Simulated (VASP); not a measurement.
Input of a VASP 6.6.1 run:

File POSCAR:

```
Ag
1.0
    1.9598301625      1.9598301625      0.0000000000
   -1.9598301625      1.9598301625      0.0000000000
    0.0000000000      0.0000000000      4.2151739830
Ag
2
Direct
    0.0000000000      0.0000000000      0.0000000000
    0.5000000000      0.5000000000      0.5000000000
```

File INCAR.step1:

```
SYSTEM = Ag
  PREC = Accurate
  ENCUT = 520
  ISMEAR = 0
  SIGMA = 0.1
  LREAL = .False.
  LASPH = .True.
  NELM = 60
  NBANDS = 18
  GGA = PE
  ALGO = Normal
  EDIFF = 1E-4
  LWAVE = .True.
  LCHARG = .False.
```

Contents of INCAR.step2:

```
SYSTEM = Ag
  PREC = Accurate
  ENCUT = 520
  EDIFF = 1E-7
  ISMEAR = 0
  SIGMA = 0.1
  LREAL = .False.
  LASPH = .True.
  NELM = 60
  ALGO = Normal
  ISIF = 2
  LWAVE = .False.
  LCHARG = .False.
  METAGGA = R2SCAN
  LMIXTAU = .True.
  NBANDS = 18
  ISTART = 1
```

The input KPOINTS:

```
regular mesh
0
Gamma
  18 18 12
  0 0 0
```

Potentials or basis: VASP PAW PBE potentials, release 64 (Ag).

Launch:

```bash
$ cat potpaw_PBE.64/Ag/POTCAR > POTCAR
$ cp INCAR.step1 INCAR
$ mpirun -np 1 vasp_std > vasp.out
$ cp INCAR.step2 INCAR
$ mpirun -np 1 vasp_std > vasp.out
```

(1) Predict the band gap on the k mesh.

(2) What does it give for the pressure?

Results:

(1) zero (bands 11 and 12 overlap by 10.06 eV).

(2) 8.7 GPa.

Caveat: the cell differs from its parent crystal (biaxial strain in the a-b plane: -4.5 %); the cell stands under pressure; the PAW data sets were made with another functional, which shifts forces and pressure a little.
